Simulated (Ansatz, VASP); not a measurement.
# BaRe in VASP and in Ansatz

The input POSCAR:

```
BaRe
1.0
    3.7233438108      0.0000000000      0.0000000000
    0.0000000000      3.7233438108      0.0000000000
    0.0000000000      0.0000000000      3.7233438108
Ba Re
1 1
Direct
    0.0000000000      0.0000000000      0.0000000000
    0.5000000000      0.5000000000      0.5000000000
```

INCAR.step1

```
ALGO = Normal
EDIFF = 1E-4
ENCUT = 520
GGA = PE
ISMEAR = 0
LASPH = T
LCHARG = F
LREAL = F
LWAVE = T
NBANDS = 16
NELM = 100
PREC = Accurate
SIGMA = 0.05
```

Contents of INCAR.step2:

```
ALGO = Normal
EDIFF = 1E-6
ENCUT = 520
ISIF = 2
ISMEAR = 0
ISTART = 1
LASPH = T
LCHARG = T
LELF = T
LMIXTAU = T
LREAL = F
LVHAR = T
LWAVE = F
METAGGA = R2SCAN
NBANDS = 16
NELM = 100
PREC = Accurate
SIGMA = 0.05
```

The input KPOINTS:

```
k-points
0
Gamma
  8 8 8
```

Input for Ansatz:

```yaml
crystal:
  lattice:
    - [3.7233438108, 0.0, 0.0]
    - [0.0, 3.7233438108, 0.0]
    - [0.0, 0.0, 3.7233438108]
  atoms:
    - { symbol: Ba, position: [0.0, 0.0, 0.0] }
    - { symbol: Re, position: [0.5, 0.5, 0.5] }
basis:
  ecutwfc: 500
  ecutrho_ratio: 4
kpoints:
  mp_grid: { grid: [8, 8, 8] }
hamiltonian:
  xc: r2scan
scf:
  occupations: { method: gaussian, width: 0.05 }
output:
  forces: true
  stress: true
  eigenvalues: true
  populations: true
  write_density: true
  write_potential: true
  elf: true
  volumetric_format: npy
```

Alike in both runs: task single point; functional r2SCAN; k mesh 8 × 8 × 8; occupations gaussian, width 0.05 eV; no spin polarisation.

|  | VASP | Ansatz |
| --- | --- | --- |
| version | VASP 6.6.1 | Ansatz 0.2.0 |
| potentials or method | VASP PAW PBE potentials, release 64 (Ba_sv, Re), cutoff 520 eV | scalar-relativistic, plane waves, PAW |
| valence electrons in the cell | 17 | 25 |

```tsv
	VASP	Ansatz	Ansatz less VASP
gap on the k mesh at the Fermi level (eV)	none	none	-
pressure (GPa)	1.3	-0.4	-1.70
```

VASP's potentials were made for PBE, not for r2SCAN. A gap of «none» marks a metal or a gap that the smearing closes. VASP's potentials hold 17 valence electrons a cell and Ansatz's 25, so a difference there can come from the potentials and not from the codes.

Spin-orbit coupling is off throughout.
